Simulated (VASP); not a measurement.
FeSi (e600):

```xyz
8
Lattice="4.5507 0.0000 0.0000 0.0000 4.5507 0.0000 0.0000 0.0000 4.5507" Properties=species:S:1:pos:R:3 pbc="T T T"
Fe    0.6213    0.6213    0.6213
Fe    1.6541    3.9294    2.8966
Fe    2.8966    1.6541    3.9294
Fe    3.9294    2.8966    1.6541
Si    3.8335    3.8335    3.8335
Si    2.9925    0.7172    1.5582
Si    1.5582    2.9925    0.7172
Si    0.7172    1.5582    2.9925
```

* Program: VASP 6.6.1
* Task: relaxation of cell and atoms
* Functional: PBE
* Potentials or basis: VASP PAW PBE potentials, release 64 (Fe, Si)
* Cutoff: 600 eV
* k mesh: 4 × 4 × 4
* Occupations: gaussian, width 0.1 eV
* Spin: no spin polarisation

At the start: pressure -13.7 GPa; volume 11.78 Å³/atom.

Task: How do energy, volume and symmetry change on relaxing?

Result: Over 5 steps the energy falls by 36.2 meV/atom and the volume is 11.00 Å³/atom (-6.6 %); space group P2_13 (No. 198, to 0.05 Å).

The path:
| step | energy change (eV) | largest force (eV/Å) | pressure (GPa) | volume (Å³) |
| --- | --- | --- | --- | --- |
| 1 | 0.0000 | 0.2610 | -13.66 | 94.24 |
| 2 | 0.1699 | 0.5190 | 22.77 | 81.20 |
| 3 | -0.2876 | 0.1123 | -0.24 | 88.13 |
| 4 | -0.2877 | 0.1086 | 0.05 | 88.01 |
| 5 | -0.2894 | 0.0243 | 0.09 | 88.00 |

Final structure:
```cif
data_structure
_symmetry_space_group_name_H-M 'P 1'
_symmetry_Int_Tables_number 1
_cell_length_a 4.4480
_cell_length_b 4.4480
_cell_length_c 4.4480
_cell_angle_alpha 90.000
_cell_angle_beta 90.000
_cell_angle_gamma 90.000
_cell_volume 88.00
loop_
_atom_site_label
_atom_site_type_symbol
_atom_site_fract_x
_atom_site_fract_y
_atom_site_fract_z
_atom_site_occupancy
Fe1 Fe 0.13628 0.13628 0.13628 1
Fe2 Fe 0.36372 0.86372 0.63628 1
Fe3 Fe 0.63628 0.36372 0.86372 1
Fe4 Fe 0.86372 0.63628 0.36372 1
Si1 Si 0.84109 0.84109 0.84109 1
Si2 Si 0.65891 0.15891 0.34109 1
Si3 Si 0.34109 0.65891 0.15891 1
Si4 Si 0.15891 0.34109 0.65891 1
```

Caveat: the relaxation stopped at a loose force limit of 0.05 eV/Å, so its end isn't a converged minimum.
